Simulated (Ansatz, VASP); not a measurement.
Al3BN2: VASP beside Ansatz

```xyz
6
Lattice="-2.2191 2.2191 4.1391 2.2191 -2.2191 4.1391 2.2191 2.2191 -4.1391" Properties=species:S:1:pos:R:3 pbc="T T T"
Al    0.0000    2.2191    0.0000
Al    2.2191    0.0000    0.0000
Al    0.0000    0.0000    0.0000
B     0.0000    0.0000    4.1391
N     0.0000    0.0000    2.6691
N     0.0000    0.0000    5.6091
```

Alike in both runs: task single point; functional PBE; k mesh 6 × 6 × 6; occupations gaussian, width 0.1 eV; no spin polarisation.

|  | VASP | Ansatz |
| --- | --- | --- |
| version | VASP 6.6.1 | Ansatz 0.2.0 |
| potentials or method | VASP PAW PBE potentials, release 64 (Al, B, N), cutoff 520 eV | scalar-relativistic, plane waves, PAW |
| valence electrons in the cell | 22 | 22 |

VASP gave:

- gap on the k mesh at the Fermi level (eV): none
- pressure (GPa): 14.4
- traceless stress, the component that is largest in VASP (GPa): -51.61
- rms of the force components (eV/Å): 1.325

Question: Estimate Ansatz's values.

Answer: gap on the k mesh at the Fermi level (eV): none; pressure (GPa): 14.3; traceless stress, the component that is largest in VASP (GPa): -51.62; rms of the force components (eV/Å): 1.337.

Atom by atom the forces differ by 0.013 eV/Å (rms over components). A gap of «none» marks a metal or a gap that the smearing closes.
